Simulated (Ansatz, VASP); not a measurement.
One calculation of TaSn, two programs

```
Ta Sn
1.0
     3.19985    0.00000    0.00000
     0.00000    3.19985    0.00000
     0.00000    0.00000    3.83630
Ta Sn
1 1
Cartesian
  1.5999 1.5999 1.9181
  0.0000 0.0000 0.0000
```

Alike in both runs: functional r2SCAN; k mesh 18 × 18 × 14; occupations gaussian, width 0.1 eV; no spin polarisation.

Ansatz relaxed the structure, and its values are those at the end. VASP's run is a single point on that final structure, the one shown.

|  | VASP | Ansatz |
| --- | --- | --- |
| version | VASP 6.6.1 | Ansatz 0.2.0 |
| potentials or method | VASP PAW PBE potentials, release 64 (Ta_pv, Sn_d), cutoff 520 eV | scalar-relativistic, plane waves, PAW |
| valence electrons in the cell | 25 | 27 |

Ansatz gave:

- gap on the k mesh at the Fermi level (eV): none
- pressure (GPa): 0.0

**Question.** What did VASP give for the same quantities?

**Answer.** gap on the k mesh at the Fermi level (eV): none; pressure (GPa): 0.3.

VASP's potentials were made for PBE, not for r2SCAN. A gap of «none» marks a metal or a gap that the smearing closes. With one functional, cell and mesh, what is left measures potentials, basis and numerics. VASP's potentials hold 25 valence electrons a cell and Ansatz's 27, so a difference there can come from the potentials and not from the codes.

Spin-orbit coupling is off throughout.
